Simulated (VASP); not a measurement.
A run of VASP 6.6.1 is set up as follows.

File INCAR:

```
PREC = Accurate
ENCUT = 520
EDIFF = 1E-7
ISMEAR = 0
SIGMA = 0.1
LREAL = F
LASPH = T
NELM = 150
ALGO = Normal
ISIF = 2
LWAVE = F
LCHARG = F
ISPIN = 2
MAGMOM = 0.7 0.7 0.7 0.7 0.7 0.7
LORBIT = 11
LMAXMIX = 4
LDIPOL = T
IDIPOL = 3
DIPOL = 0.5 0.5 0.500
GGA = CA
NBANDS = 43
```

KPOINTS

```
regular mesh
0
Gamma
  15 15 1
```

Contents of POSCAR:

```
Ni
1.0
    2.4211813597      0.0000000000      0.0000000000
   -1.2105906799      2.0968045647      0.0000000000
    0.0000000000      0.0000000000     24.8844315101
Ni
6
Direct
    0.6666666667      0.3333333333      0.3025639781
    0.3333333333      0.6666666667      0.3809147060
    0.0000000000      0.0000000000      0.4602389661
    0.6666666667      0.3333333333      0.5397608978
    0.3333333333      0.6666666667      0.6190852599
    0.0000000000      0.0000000000      0.6974361922
```

Potentials or basis: VASP PAW LDA potentials, release 64 (Ni).

Run with:

```console
$ cat potpaw_LDA.64/Ni/POTCAR > POTCAR
$ mpirun -np 1 vasp_std > vasp.out
```

Task: Estimate the net moment.

Result: 3.68 μB per cell.

Task: Estimate the site moments.

Result: Ni +0.61, +0.64, +0.60 μB.

Task: What does it give for the largest force?

Result: 0.013 eV/Å.

Forces on the atoms (eV/Å):
```
Ni   0.000  0.000 -0.005
Ni   0.000  0.000  0.013
Ni   0.000  0.000  0.000
Ni   0.000  0.000  0.000
Ni   0.000  0.000 -0.013
Ni   0.000  0.000  0.005
```
